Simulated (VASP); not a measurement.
Runs of VASP 6.6.1 on Rh. The structure is that of space group Fm-3m (No. 225), or close to it. The cells are those of the table. 

```tsv
level	cell	k mesh	smearing	gap on the mesh (eV)	pressure (GPa)
PBE	a = 2.762 Å, angles 60.0°, 1 atom	17 × 17 × 17	fermi-dirac 0.0612256 eV	none	-12.9
r2SCAN	a = 2.691 Å, angles 60.0°, 1 atom	15 × 15 × 15	fermi-dirac 0.1 eV	none	(a)
PBE	a = 2.654 Å, angles 60.0°, 1 atom	17 × 17 × 17	fermi-dirac 0.0612256 eV	none	18.7
PBE	a = 2.744 Å, angles 60.0°, 1 atom	17 × 17 × 17	fermi-dirac 0.0612256 eV	none	-9.2
r2SCAN	a = 2.718 Å, angles 60.0°, 1 atom	15 × 15 × 15	fermi-dirac 0.1 eV	none	(c)
PBE	a = 2.672 Å, angles 60.0°, 1 atom	17 × 17 × 17	fermi-dirac 0.0612256 eV	none	11.7
PBE	a = 2.654 Å, angles 60.0°, 1 atom	25 × 25 × 25	fermi-dirac 0.0612256 eV	none	18.6
PBE	a = 2.691 Å, angles 60.0°, 1 atom	17 × 17 × 17	fermi-dirac 0.0612256 eV	none	(b)
r2SCAN	a = 2.663 Å, angles 60.0°, 1 atom	15 × 15 × 15	fermi-dirac 0.1 eV	none	9.8
r2SCAN	a = 2.635 Å, angles 60.0°, 1 atom	15 × 15 × 15	fermi-dirac 0.1 eV	none	21.3
```

Alike in all rows: task single point; potentials or basis VASP PAW PBE potentials, release 64 (Rh_pv); no spin polarisation; cutoff (eV) 520.

Q: Fill in the values left out.

A: (a) 0.3; (b) 5.4; (c) -7.5.

Caveats: the PAW data sets were made with another functional, which shifts forces and pressure a little (some runs).

A k mesh can miss the band edges, and the runs leave out spin-orbit coupling on Rh.

A gap of «none» marks levels without a gap at the run's occupations.
